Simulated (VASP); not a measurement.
A run of VASP 6.6.1 is set up as follows.

Contents of INCAR:

```
SYSTEM = Cr
ALGO = Normal
DIPOL = 0.5 0.5 0.500
EDIFF = 1E-6
ENCUT = 520
GGA = PE
IDIPOL = 3
ISIF = 2
ISMEAR = -1
ISPIN = 2
LASPH = .True.
LCHARG = .False.
LDIPOL = .True.
LMAXMIX = 4
LORBIT = 11
LREAL = .False.
LWAVE = .False.
MAGMOM = 2
NBANDS = 16
NELM = 150
PREC = Accurate
SIGMA = 0.08
```

KPOINTS

```
k-points
0
Gamma
  10 10 1
  0 0 0
```

POSCAR

```
Cr
1.0
    4.0283716202      0.0000000000      0.0000000000
   -2.0141858101      3.4886721590      0.0000000000
    0.0000000000      0.0000000000     16.0000000000
Cr
1
Direct
    0.0000000000      0.0000000000      0.5000000000
```

Potentials or basis: VASP PAW PBE potentials, release 64 (Cr_pv).

Run with:

```console
$ cat potpaw_PBE.64/Cr_pv/POTCAR > POTCAR
$ mpirun -np 1 vasp_std > vasp.out
```

**Question.** What does it give for the net moment?

**Answer.** 5.23 μB per cell.

**Question.** Estimate the site moments.

**Answer.** Cr +4.33 μB.
